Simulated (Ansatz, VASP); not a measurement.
## One calculation of MgO, two programs

```
CELL_PARAMETERS angstrom
2.93802 0.00000 0.00000
-1.46901 2.54440 0.00000
0.00000 0.00000 2.67968
ATOMIC_POSITIONS crystal
Mg 0.00000 0.00000 0.00000
O 0.33333 0.66667 0.50000
```

Alike in both runs: task relaxation of cell and atoms; functional B3LYP; k mesh 5 × 5 × 5; occupations fermi-dirac, width 0.05 eV; no spin polarisation.

```csv
,VASP,Ansatz
version,VASP 6.6.1,Ansatz 0.2.0
potentials or method,"VASP PAW PBE potentials, release 64 (Mg, O)",Ansatz PAW
plane-wave cutoff (eV),600,420
valence electrons in the cell,8,16
```

```tsv
	VASP	Ansatz	Ansatz less VASP
gap on the k mesh at the Fermi level, each at its own relaxed structure (eV)	5.38	5.36	-0.014
relaxed volume (Å³/atom)	9.76	9.78	+0.023
relaxed length of the cell vector where the two differ most in proportion (Å)	2.914	2.917	+0.0023
```

VASP's potentials were made for PBE, not for B3LYP. VASP's potentials hold 8 valence electrons a cell and Ansatz's 16, so a difference there can come from the potentials and not from the codes.

The k mesh is coarse, so the values compare programs but aren't converged. Noted on Ansatz's run: odd divisions of the mesh miss points on the zone boundary, where band edges often lie, so the gap on the mesh can be too wide; the plane-wave basis is chosen anew once the cell has moved, so the energies of steps on either side of that aren't comparable.
